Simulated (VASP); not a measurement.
Runs of VASP 6.6.1 on MgO2. The structure is that of space group R-3m (No. 166), or close to it. The cells are those of the table. 

| cell | gap on the mesh (eV) | pressure (GPa) | largest force (eV/Å) |
| --- | --- | --- | --- |
| a = 4.011 Å, angles 45.9°, 3 atoms | 2.33 | -3.9 | 0.94 |
| a = 3.757 Å, angles 47.9°, 3 atoms | 3.97 | 22.2 | 0.89 |
| a = 3.977 Å, angles 48.9°, 3 atoms | 2.99 | (c) | 0.25 |
| a = 3.912 Å, angles 45.9°, 3 atoms | (b) | (a) | 0.79 |
| a = 3.991 Å, angles 44.9°, 3 atoms | 2.21 | 2.6 | 1.32 |
| a = 3.856 Å, angles 47.9°, 3 atoms | 3.42 | 6.5 | 0.39 |

Alike in all rows: task single point; level r2SCAN; potentials or basis VASP PAW PBE potentials, release 64 (Mg_sv, O); no spin polarisation; k mesh 12 × 12 × 12; cutoff (eV) 920; smearing gaussian 0.05 eV.

**Question.** Fill in the values left out.

**Answer.** (a) 8.1; (b) 2.74; (c) -8.9.

Caveats: the PAW data sets were made with another functional, which shifts forces and pressure a little; the stress differs along the axes, from -17 to 3 GPa (at least some runs); the stress differs along the axes, from 16 to 34 GPa (at least some runs); the stress differs along the axes, from -11 to -5 GPa (at least some runs); the stress differs along the axes, from -2 to 13 GPa (at least some runs); the stress differs along the axes, from -16 to 12 GPa (at least some runs); the stress differs along the axes, from 4 to 11 GPa (at least some runs).

A k mesh can miss the band edges.
